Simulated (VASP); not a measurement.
BeTe: single point with PBE

Crystal: BeTe.

```xyz
2
Lattice="0.0000 2.8286 2.8286 2.7534 0.0000 2.8286 2.7534 2.8286 0.0000" Properties=species:S:1:pos:R:3 pbc="T T T"
Be    0.0000    0.0000    0.0000
Te    1.3767    1.4143    1.4143
```

This cell differs from its parent crystal: uniaxial x strain -2.7%.

```json
{
  "Program": "VASP 6.6.1",
  "Task": "single point",
  "Functional": "PBE",
  "Potentials or basis": "VASP PAW PBE potentials, release 64 (Be, Te)",
  "Cutoff": "520 eV",
  "k mesh": "8 × 8 × 8",
  "Occupations": "fermi-dirac, width 0.02 eV",
  "Spin": "no spin polarisation"
}
```

```yaml
Pressure: 2.0 GPa
Band_gap_on_the_k_mesh: 1.73 eV, indirect (least direct gap 3.47 eV)
```

Stress tensor (GPa, compression positive):
```
3.02 0.00 0.00
0.00 1.45 0.00
0.00 0.00 1.45
```

Levels at points of the mesh, in eV from the valence-band top:
| k point | band 1 | band 2 | band 3 | band 4 | band 5 | band 6 | band 7 | band 8 | band 9 |
| --- | --- | --- | --- | --- | --- | --- | --- | --- | --- |
| (0.00, 0.00, 0.00) | -12.48 | -0.14 | -0.14 | 0.00 | 3.47 | 3.53 | 3.53 | 3.82 | 8.25 |
| (0.50, 0.00, 0.00) | -11.10 | -5.72 | -1.36 | -1.14 | 2.99 | 4.40 | 4.61 | 7.73 | 10.84 |
| (0.50, 0.50, 0.00) | -10.63 | -5.33 | -2.75 | -2.70 | 1.91 | 2.63 | 9.60 | 9.71 | 11.43 |
| (0.00, 0.50, 0.50) | -10.52 | -5.18 | -2.91 | -2.91 | 1.73 | 2.41 | 9.72 | 9.72 | 11.65 |

It took 18 s on 1 thread of AMD EPYC 7R13 Processor (Zen 3) (shared host), peak memory 0.16 GiB.

Caveat: the cell differs from its parent crystal (uniaxial x strain -2.7%); spin-orbit coupling is left out, which moves the levels of the heavy elements. A k mesh can miss the band edges.
